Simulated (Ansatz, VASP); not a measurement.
## NaF in VASP and in Ansatz

POSCAR

```
NaF
1.0
    0.0000000000      2.2503461397      2.2503461397
    2.2503461397      0.0000000000      2.2503461397
    2.2503461397      2.2503461397      0.0000000000
Na F
1 1
Direct
    0.0000000000      0.0000000000      0.0000000000
    0.5000000000      0.5000000000      0.5000000000
```

File INCAR.step1:

```
PREC = Accurate ; ENCUT = 1250
ISMEAR = 0 ; SIGMA = 0.01
LREAL = False ; LASPH = True
NELM = 120 ; NBANDS = 15
GGA = PE ; ALGO = Normal
EDIFF = 1E-5 ; LWAVE = True
LCHARG = False ; GGA_COMPAT = False
```

The input INCAR.step2:

```
PREC = Accurate ; ENCUT = 1250
EDIFF = 1E-6 ; ISMEAR = 0
SIGMA = 0.01 ; LREAL = False
LASPH = True ; NELM = 120
ALGO = Normal ; ISIF = 2
LWAVE = False ; LCHARG = True
METAGGA = R2SCAN ; LMIXTAU = True
LELF = True ; LVHAR = True
NBANDS = 15 ; ISTART = 1
GGA_COMPAT = False
```

File KPOINTS:

```
regular mesh
0
Gamma
  8 8 8
```

Input for Ansatz:

```yaml
crystal:
  lattice:
    - [0.0, 2.2503461397, 2.2503461397]
    - [2.2503461397, 0.0, 2.2503461397]
    - [2.2503461397, 2.2503461397, 0.0]
  atoms:
    - { symbol: Na, position: [0.0, 0.0, 0.0] }
    - { symbol: F, position: [0.5, 0.5, 0.5] }
kpoints:
  mp_grid: { grid: [8, 8, 8] }
hamiltonian:
  xc: r2scan
scf:
  occupations: { method: fixed }
  n_extra_bands: 4
output:
  forces: true
  stress: true
  eigenvalues: true
```

Alike in both runs: task single point; functional r2SCAN; k mesh 8 × 8 × 8; no spin polarisation.

|  | VASP | Ansatz |
| --- | --- | --- |
| version | VASP 6.6.1 | Ansatz 0.2.0 |
| potentials or method | VASP PAW PBE potentials, release 64 (Na_sv, F) | plane waves, PAW |
| plane-wave cutoff (eV) | 1250 | 500 |
| occupations | gaussian, width 0.01 eV | fixed |
| valence electrons in the cell | 16 | 16 |

|  | VASP | Ansatz | Ansatz less VASP |
| --- | --- | --- | --- |
| gap on the k mesh at the Fermi level (eV) | 7.65 | 7.65 | +0.005 |
| pressure (GPa) | 3.9 | 3.9 | -0.01 |

VASP's potentials were made for PBE, not for r2SCAN.
